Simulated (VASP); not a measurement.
A run of VASP 6.6.1 is set up as follows.

The input INCAR:

```
ALGO = Normal
EDIFF = 1E-7
ENCUT = 520
GGA = PE
ISIF = 2
ISMEAR = 0
LASPH = True
LCHARG = False
LREAL = False
LWAVE = False
NBANDS = 46
NELM = 80
PREC = Accurate
SIGMA = 0.05
```

The input KPOINTS:

```
k-points
0
Gamma
  8 6 6
```

The input POSCAR:

```
GaN
1.0
   -3.2185392732      0.0000000000      0.0000000000
    0.0000000000      0.0000000000     -5.2433778863
    0.0000000001     -5.5746735474      0.0000000000
Ga N
4 4
Direct
    0.5000000000     -0.0021404596      0.1666688863
    0.0000000000     -0.0021404596      0.6666688863
    0.0000000000      0.4978595404      0.3333311137
    0.5000000000      0.4978595404      0.8333311137
    0.5000000000      0.6390888266      0.1666807346
    0.0000000000      0.6390888266      0.6666807346
    0.0000000000      0.1390888266      0.3333192654
    0.5000000000      0.1390888266      0.8333192654
```

Potentials or basis: VASP PAW PBE potentials, release 64 (Ga_d, N).

Launch:

```console
$ cat potpaw_PBE.64/Ga_d/POTCAR potpaw_PBE.64/N/POTCAR > POTCAR
$ mpirun -np 1 vasp_std > vasp.out
```

**Question.** What does it give for the largest force?

**Answer.** 1.278 eV/Å.

**Question.** What does it give for the pressure?

**Answer.** 0.9 GPa.

**Question.** Predict the band gap on the k mesh.

**Answer.** 1.60 eV.

Forces in eV/Å, atoms in the order of the input:
```
Ga   0.000  0.000 -1.278
Ga   0.000  0.000 -1.278
Ga   0.000  0.000 -1.278
Ga   0.000  0.000 -1.278
N    0.000  0.001  1.278
N    0.000  0.001  1.278
N    0.000 -0.001  1.278
N    0.000 -0.001  1.278
```

Caveat: the cell differs from its parent crystal (mode 11 frozen in at +0.000 Å and mode 13 at -0.078 Å (largest displacements)); forces of over 1 eV/Å act on the atoms, so gaps and moduli don't describe the material at rest.
